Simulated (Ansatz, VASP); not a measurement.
**KZnF3 in VASP and in Ansatz**

File INCAR:

```
SYSTEM = KZnF3
PREC     = Accurate       ! precision mode
ENCUT    = 520            ! plane-wave cutoff, eV
EDIFF    = 1E-6           ! SCF threshold, eV
ISMEAR   = 0              ! smearing method
SIGMA    = 0.05           ! smearing width, eV
LREAL    = .FALSE.        ! projectors in reciprocal space
LASPH    = .TRUE.         ! aspherical terms in the spheres
NELM     = 100            ! most SCF steps
ALGO     = Normal         ! electronic algorithm
ISIF     = 2              ! what is computed and relaxed
LWAVE    = .FALSE.        ! write WAVECAR
LCHARG   = .FALSE.        ! write CHGCAR
GGA      = PE             ! functional
NBANDS   = 29             ! bands
```

File KPOINTS:

```
regular mesh
0
G
  6 6 6
  0 0 0
```

File POSCAR:

```
KZnF3
1.0
    4.0500000000      0.0000000000      0.0000000000
    0.0000000000      4.5056250000      0.0000000000
    0.0000000000      0.0000000000      4.0500000000
K Zn F
1 1 3
Direct
    0.0000000000      0.0000000000      0.0000000000
    0.5000000000      0.5000000000      0.5000000000
    0.5000000000      0.5000000000      0.0000000000
    0.0000000000      0.5000000000      0.5000000000
    0.5000000000      0.0000000000      0.5000000000
```

Input for Ansatz:

```yaml
crystal:
  lattice:
    - [4.05, 0.0, 0.0]
    - [0.0, 4.505625, 0.0]
    - [0.0, 0.0, 4.05]
  atoms:
    - { symbol: K, position: [0.0, 0.0, 0.0] }
    - { symbol: Zn, position: [0.5, 0.5, 0.5] }
    - { symbol: F, position: [0.5, 0.5, 0.0] }
    - { symbol: F, position: [0.0, 0.5, 0.5] }
    - { symbol: F, position: [0.5, 0.0, 0.5] }
basis:
  ecutwfc: 420
kpoints:
  mp_grid: { grid: [6, 6, 6] }
hamiltonian:
  xc: pbe
scf:
  occupations: { method: gaussian, width: 0.05 }
output:
  forces: true
  stress: true
  eigenvalues: true
```

Change from the starting cell: strain +0.1125 x Voigt [0, 1, 0, 0, 0, 0], atoms carried along.

Alike in both runs: task single point; functional PBE; k mesh 6 × 6 × 6; occupations gaussian, width 0.05 eV; no spin polarisation.

|  | VASP | Ansatz |
| --- | --- | --- |
| version | VASP 6.6.1 | Ansatz 0.2.0 |
| potentials or method | VASP PAW PBE potentials, release 64 (K_sv, Zn, F), cutoff 520 eV | scalar-relativistic, plane waves, PAW |
| valence electrons in the cell | 42 | 42 |

```tsv
	VASP	Ansatz	Ansatz less VASP
gap on the k mesh at the Fermi level (eV)	3.32	3.38	+0.058
least direct gap on the mesh (eV)	4.64	4.67	+0.032
pressure (GPa)	-2.0	-2.1	-0.19
traceless stress, the component that is largest in VASP (GPa)	-3.45	-3.23	+0.218
```
